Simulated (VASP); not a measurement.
A run of VASP 6.6.1 is set up as follows.

INCAR

```
PREC = Accurate
ENCUT = 600
EDIFF = 1E-6
ISMEAR = 0
SIGMA = 0.1
LREAL = F
LASPH = T
NELM = 60
ALGO = Fast
ISIF = 3
LWAVE = F
LCHARG = F
GGA = PE
IBRION = 2
NSW = 90
EDIFFG = -0.04
```

Contents of KPOINTS:

```
regular mesh
0
Gamma
  6 6 6
```

POSCAR

```
BeRh2
1.0
   -1.9046789837      1.9046789837      4.7876131706
    1.9046789837     -1.9046789837      4.7876131706
    1.9046789837      1.9046789837     -4.7876131706
Be Rh
2 4
Direct
    0.0000000000      0.0000000000      0.0000000000
    0.7500000000      0.2500000000      0.5000000000
    0.2066000000      0.2066000000      0.0000000000
    0.9566000000      0.4566000000      0.5000000000
    0.5434000000      0.0434000000      0.5000000000
    0.7934000000      0.7934000000      0.0000000000
```

Potentials or basis: VASP PAW PBE potentials, release 64 (Be, Rh_pv).

Run with:

```sh
$ cat potpaw_PBE.64/Be/POTCAR potpaw_PBE.64/Rh_pv/POTCAR > POTCAR
$ mpirun -np 1 vasp_std > vasp.out
```

(1) Predict the band gap on the k mesh.

(2) Estimate the space group after relaxing (to 0.1 Å).

(3) What does it give for the relaxed cell?

Results:

(1) zero (bands 32 and 33 overlap by 0.39 eV).

(2) I4_1/amd (No. 141).

(3) a = 4.959 Å, b = 4.959 Å, c = 4.959 Å, α = 126.98°, β = 126.98°, γ = 78.28°.
